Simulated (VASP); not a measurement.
Wanted: the native input for a VASP 6.6.1 run.

```yaml
Task: relaxation of shape and atoms at fixed volume
Functional: LDA
Potentials_or_basis: VASP PAW LDA potentials, release 64 (Cl)
Cutoff: 600 eV
k_mesh: 15 × 15 × 8
Occupations: fermi-dirac, width 0.1 eV
Spin: no spin polarisation
Dipole_correction: no
Further_INCAR_settings: ALGO = Normal; EDIFF = 1e-07; IBRION = 2; EDIFFG = -0.005; NSW = 50; ISIF = 4
```

The structure of Cl lies in POSCAR:

```
Cl
1.0
    3.2076159293      0.0000000000      0.0000000000
   -1.6038079646      2.7778768804      0.0000000000
    0.0000000000      0.0000000000      3.6739525694
Cl
2
Direct
    0.3333333333      0.6666666667      0.2500000000
    0.6666666667      0.3333333333      0.7500000000
```

The input as run:

INCAR

```
PREC     = Accurate       # precision mode
ENCUT    = 600            # plane-wave cutoff, eV
EDIFF    = 1E-7           # SCF threshold, eV
ISMEAR   = -1             # smearing method
SIGMA    = 0.1            # smearing width, eV
LREAL    = F              # projectors in reciprocal space
LASPH    = T              # aspherical terms in the spheres
NELM     = 80             # most SCF steps
ALGO     = Normal         # electronic algorithm
ISIF     = 4              # what is computed and relaxed
LWAVE    = F              # write WAVECAR
LCHARG   = F              # write CHGCAR
IBRION   = 2              # ionic algorithm
NSW      = 50             # ionic steps
EDIFFG   = -0.005         # ionic threshold
```

KPOINTS

```
Automatic mesh
0
Gamma
  15 15 8
```

Potentials or basis: VASP PAW LDA potentials, release 64 (Cl).

Run with:

```sh
$ cat potpaw_LDA.64/Cl/POTCAR > POTCAR
$ mpirun -np 1 vasp_std > vasp.out
```

Results of the run:

| Quantity | Value |
| --- | --- |
| Energy gained by relaxing | 23.3 meV/atom |
| Ionic steps | 3 |
| Pressure after relaxing | 11.4 GPa |
| Band gap on the k mesh | zero (bands 7 and 8 overlap by 2.54 eV) |

Run time: 49 s on 1 thread of Intel(R) Xeon(R) 6975P-C (Granite Rapids) (shared host), peak memory 0.16 GiB.
